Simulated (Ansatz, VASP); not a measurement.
# One calculation of HfSiO4, two programs

File INCAR:

```
SYSTEM = HfSiO4
PREC = Accurate
ENCUT = 520
EDIFF = 1E-6
ISMEAR = 0
SIGMA = 0.02
LREAL = Auto
LASPH = .True.
NELM = 60
ALGO = Normal
ISIF = 2
LWAVE = .False.
LCHARG = .False.
GGA = PE
NBANDS = 138
```

File KPOINTS:

```
regular mesh
0
Gamma
  2 2 2
  0 0 0
```

The input POSCAR:

```
HfSiO4
1.0
    6.6449050361      0.0000000000      0.0000000000
    0.0000000000     -6.6449050361      0.0000000000
   -3.3224525180      3.3224525180     -9.0224219457
Hf Si O
6 6 24
Direct
    0.0000000000      1.0000000000      0.0000000000
    0.3333333333      0.3333333333      0.6666666667
    0.6666666667      0.6666666667      0.3333333333
    0.2500000000      0.7500000000      0.5000000000
    0.5833333333      0.0833333333      0.1666666667
    0.9166666667      0.4166666667      0.8333333333
    0.7500000000      0.2500000000      0.5000000000
    0.0833333333      0.5833333333      0.1666666667
    0.4166666667      0.9166666667      0.8333333333
    0.1666666667      0.1666666667      0.3333333333
    0.5000000000      0.5000000000      1.0000000000
    0.8333333333      0.8333333333      0.6666666667
    0.8936870352      0.0778960995      0.7873740704
    0.2270203685      0.4112294328      0.4540407371
    0.5603537019      0.7445627661      0.1207074037
    0.9945627661      0.3103537019      0.6207074037
    0.3278960995      0.6436870352      0.2873740704
    0.6612294328      0.9770203685      0.9540407371
    0.6261446376      0.3103537019      0.6207074037
    0.9594779709      0.6436870352      0.2873740704
    0.2928113043      0.9770203685      0.9540407371
    0.2270203685      0.0428113043      0.4540407371
    0.5603537019      0.3761446376      0.1207074037
    0.8936870352      0.7094779709      0.7873740704
    0.5887705672      0.7729796315      0.5459592629
    0.9221039005      0.1063129648      0.2126259296
    0.2554372339      0.4396462981      0.8792925963
    0.6896462981      0.0054372339      0.3792925963
    0.0229796315      0.3387705672      0.0459592629
    0.3563129648      0.6721039005      0.7126259296
    0.6896462981      0.3738553624      0.3792925963
    0.0229796315      0.7071886957      0.0459592629
    0.3563129648      0.0405220291      0.7126259296
    0.2905220291      0.1063129648      0.2126259296
    0.6238553624      0.4396462981      0.8792925963
    0.9571886957      0.7729796315      0.5459592629
```

Input for Ansatz:

```yaml
crystal:
  lattice:
    - [6.6449050361, 0.0, 0.0]
    - [0.0, -6.6449050361, 0.0]
    - [-3.322452518, 3.322452518, -9.0224219457]
  atoms:
    - { symbol: Hf, position: [0.0, 1.0, 0.0] }
    - { symbol: Hf, position: [0.3333333333, 0.3333333333, 0.6666666667] }
    - { symbol: Hf, position: [0.6666666667, 0.6666666667, 0.3333333333] }
    - { symbol: Hf, position: [0.25, 0.75, 0.5] }
    - { symbol: Hf, position: [0.5833333333, 0.0833333333, 0.1666666667] }
    - { symbol: Hf, position: [0.9166666667, 0.4166666667, 0.8333333333] }
    - { symbol: Si, position: [0.75, 0.25, 0.5] }
    - { symbol: Si, position: [0.0833333333, 0.5833333333, 0.1666666667] }
    - { symbol: Si, position: [0.4166666667, 0.9166666667, 0.8333333333] }
    - { symbol: Si, position: [0.1666666667, 0.1666666667, 0.3333333333] }
    - { symbol: Si, position: [0.5, 0.5, 1.0] }
    - { symbol: Si, position: [0.8333333333, 0.8333333333, 0.6666666667] }
    - { symbol: O, position: [0.8936870352, 0.0778960995, 0.7873740704] }
    - { symbol: O, position: [0.2270203685, 0.4112294328, 0.4540407371] }
    - { symbol: O, position: [0.5603537019, 0.7445627661, 0.1207074037] }
    - { symbol: O, position: [0.9945627661, 0.3103537019, 0.6207074037] }
    - { symbol: O, position: [0.3278960995, 0.6436870352, 0.2873740704] }
    - { symbol: O, position: [0.6612294328, 0.9770203685, 0.9540407371] }
    - { symbol: O, position: [0.6261446376, 0.3103537019, 0.6207074037] }
    - { symbol: O, position: [0.9594779709, 0.6436870352, 0.2873740704] }
    - { symbol: O, position: [0.2928113043, 0.9770203685, 0.9540407371] }
    - { symbol: O, position: [0.2270203685, 0.0428113043, 0.4540407371] }
    - { symbol: O, position: [0.5603537019, 0.3761446376, 0.1207074037] }
    - { symbol: O, position: [0.8936870352, 0.7094779709, 0.7873740704] }
    - { symbol: O, position: [0.5887705672, 0.7729796315, 0.5459592629] }
    - { symbol: O, position: [0.9221039005, 0.1063129648, 0.2126259296] }
    - { symbol: O, position: [0.2554372339, 0.4396462981, 0.8792925963] }
    - { symbol: O, position: [0.6896462981, 0.0054372339, 0.3792925963] }
    - { symbol: O, position: [0.0229796315, 0.3387705672, 0.0459592629] }
    - { symbol: O, position: [0.3563129648, 0.6721039005, 0.7126259296] }
    - { symbol: O, position: [0.6896462981, 0.3738553624, 0.3792925963] }
    - { symbol: O, position: [0.0229796315, 0.7071886957, 0.0459592629] }
    - { symbol: O, position: [0.3563129648, 0.0405220291, 0.7126259296] }
    - { symbol: O, position: [0.2905220291, 0.1063129648, 0.2126259296] }
    - { symbol: O, position: [0.6238553624, 0.4396462981, 0.8792925963] }
    - { symbol: O, position: [0.9571886957, 0.7729796315, 0.5459592629] }
basis:
  ecutwfc: 420
  xc_grid: 2
kpoints:
  mp_grid: { grid: [2, 2, 2], shift: [0.0, 0.0, 0.0] }
hamiltonian:
  xc: pbe
scf:
  occupations: { method: gaussian, width: 0.02 }
output:
  forces: true
  stress: true
  eigenvalues: true
```

Alike in both runs: task single point; functional PBE; k mesh 2 × 2 × 2; occupations gaussian, width 0.02 eV; no spin polarisation.

```csv
,VASP,Ansatz
version,VASP 6.6.1,Ansatz 0.2.0
potentials or method,"VASP PAW PBE potentials, release 64 (Hf_pv, Si, O), cutoff 520 eV","scalar-relativistic, plane waves, PAW"
valence electrons in the cell,228,324
```

```tsv
	VASP	Ansatz	Ansatz less VASP
gap on the k mesh at the Fermi level (eV)	5.27	5.32	+0.057
least direct gap on the mesh (eV)	5.60	5.66	+0.062
pressure (GPa)	-1.6	0.0	+1.60
traceless stress, the component that is largest in VASP (GPa)	0.20	-0.04	-0.243
rms of the force components (eV/Å)	0.082	0.008	-0.0742
```

Atom by atom the forces differ by 0.087 eV/Å (rms over components). VASP's potentials hold 228 valence electrons a cell and Ansatz's 324, so a difference there can come from the potentials and not from the codes.

The k mesh is coarse, so the values compare programs but aren't converged. Neither program's run includes spin-orbit coupling.
